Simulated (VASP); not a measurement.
Ga, 1 atom in the cell. Symmetry: Im-3m, No. 229, cubic system. The conventional cell has a = 3.110 Å, b = 3.110 Å, c = 3.110 Å, α = 90.00°, β = 90.00°, γ = 90.00°. Within 3.6 Å of Ga (site symmetry m-3m) lie 14 Ga at 2.69 to 3.11 Å. This isn't the form of Ga at room conditions, which is orthorhombic.

* Program: VASP 6.6.1
* Task: relaxation of cell and atoms
* Functional: PBE
* Dispersion: D3(BJ)
* Potentials or basis: VASP PAW PBE potentials, release 64 (Ga_d)
* Cutoff: 500 eV
* k mesh: 8 × 8 × 8
* Occupations: fermi-dirac, width 0.1 eV
* Spin: no spin polarisation
* Target pressure: 30 GPa
* Dipole correction: no
* Further INCAR settings: ALGO = Normal; EDIFF = 1e-07; IBRION = 2; EDIFFG = -0.02; NSW = 80; ISIF = 3

Potentials or basis: VASP PAW PBE potentials, release 64 (Ga_d).

The run is started by

```bash
$ cat potpaw_PBE.64/Ga_d/POTCAR > POTCAR
$ mpirun -np 1 vasp_std > vasp.out
```

Hardware: 1 thread of AMD EPYC 7R43 64-Core Processor (Zen 3), with other jobs on the host.

How long does it take, and how much memory?

It took 16 s on 1 thread of AMD EPYC 7R43 64-Core Processor (Zen 3) (shared host), peak memory 0.1 GiB. Counts: scf iterations 33, k points 29, ion steps 4.
